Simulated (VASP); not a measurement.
Set up this calculation in VASP 6.6.1, as the native input.

```
Task                               : single point
Functional                         : PBE-based screened hybrid with 20 % exact exchange
Potentials or basis                : VASP PAW PBE potentials, release 64 (K_sv, I)
Cutoff                             : 520 eV
k mesh                             : 3 × 3 × 2
Occupations                        : gaussian, width 0.01 eV
Spin                               : no spin polarisation
Dipole correction                  : no
Grid for exact exchange (PRECFOCK) : Normal
Share of exact exchange            : 0.2
Further INCAR settings             : ALGO = Normal; EDIFF = 1e-07; NBANDS = 24
Screening parameter                : 0.2078 1/Å
```

Crystal: KI.

```
K I
1.0
     6.03945    0.00000    0.00000
    -3.01973    5.23032    0.00000
     0.00000    0.00000    7.03912
K I
2 2
Direct
  0.33333 0.66667 0.93750
  0.66667 0.33333 0.43750
  0.33333 0.66667 0.43750
  0.66667 0.33333 0.93750
```

One way to write it, as run:

POSCAR

```
KI
1.0
    6.0394505649      0.0000000000      0.0000000000
   -3.0197252825      5.2303176141      0.0000000000
    0.0000000000      0.0000000000      7.0391244471
K I
2 2
Direct
    0.3333333333      0.6666666667     -0.0625000000
    0.6666666667      0.3333333333      0.4375000000
    0.3333333333      0.6666666667      0.4375000000
    0.6666666667      0.3333333333      0.9375000000
```

INCAR.step1

```
SYSTEM = KI
ALGO     = Normal         ! electronic algorithm
EDIFF    = 1E-5           ! SCF threshold, eV
ENCUT    = 520            ! plane-wave cutoff, eV
GGA      = PE             ! functional
ISIF     = 2              ! what is computed and relaxed
ISMEAR   = 0              ! smearing method
LASPH    = .TRUE.         ! aspherical terms in the spheres
LREAL    = .FALSE.        ! projectors in reciprocal space
LWAVE    = .TRUE.         ! write WAVECAR
NBANDS   = 24             ! bands
NELM     = 80             ! most SCF steps
PREC     = Accurate       ! precision mode
SIGMA    = 0.01           ! smearing width, eV
```

INCAR.step2

```
SYSTEM = KI
AEXX     = 0.2            ! exact-exchange fraction
ALGO     = Normal         ! electronic algorithm
EDIFF    = 1E-7           ! SCF threshold, eV
ENCUT    = 520            ! plane-wave cutoff, eV
GGA      = PE             ! functional
HFSCREEN = 0.2078         ! screening, 1/A
ISIF     = 2              ! what is computed and relaxed
ISMEAR   = 0              ! smearing method
ISTART   = 1            
LASPH    = .TRUE.         ! aspherical terms in the spheres
LCHARG   = .TRUE.         ! write CHGCAR
LELF     = .TRUE.         ! ELF
LHFCALC  = .TRUE.         ! exact exchange
LREAL    = .FALSE.        ! projectors in reciprocal space
LVHAR    = .TRUE.       
LWAVE    = .FALSE.        ! write WAVECAR
NBANDS   = 24             ! bands
NELM     = 80             ! most SCF steps
PREC     = Accurate       ! precision mode
PRECFOCK = Normal       
SIGMA    = 0.01           ! smearing width, eV
```

KPOINTS

```
k-points
0
G
  3 3 2
  0 0 0
```

Potentials or basis: VASP PAW PBE potentials, release 64 (K_sv, I).

The run is started by

```console
$ cat potpaw_PBE.64/K_sv/POTCAR potpaw_PBE.64/I/POTCAR > POTCAR
$ cp INCAR.step1 INCAR
$ mpirun -np 1 vasp_std > vasp.out
$ cp INCAR.step2 INCAR
$ mpirun -np 1 vasp_std > vasp.out
```

Results of the run:

```json
{
  "Pressure": "0.2 GPa",
  "Band gap on the k mesh": "4.54 eV"
}
```

Caveat: the k points lie up to 0.45 Å⁻¹ apart; the PAW data sets were made with another functional, which shifts forces and pressure a little; spin-orbit coupling is left out, which moves the levels of the heavy elements.

Wall time 26 min on 1 thread of Intel Xeon 8259CL, with other jobs on the host, peak memory 0.5 GiB.
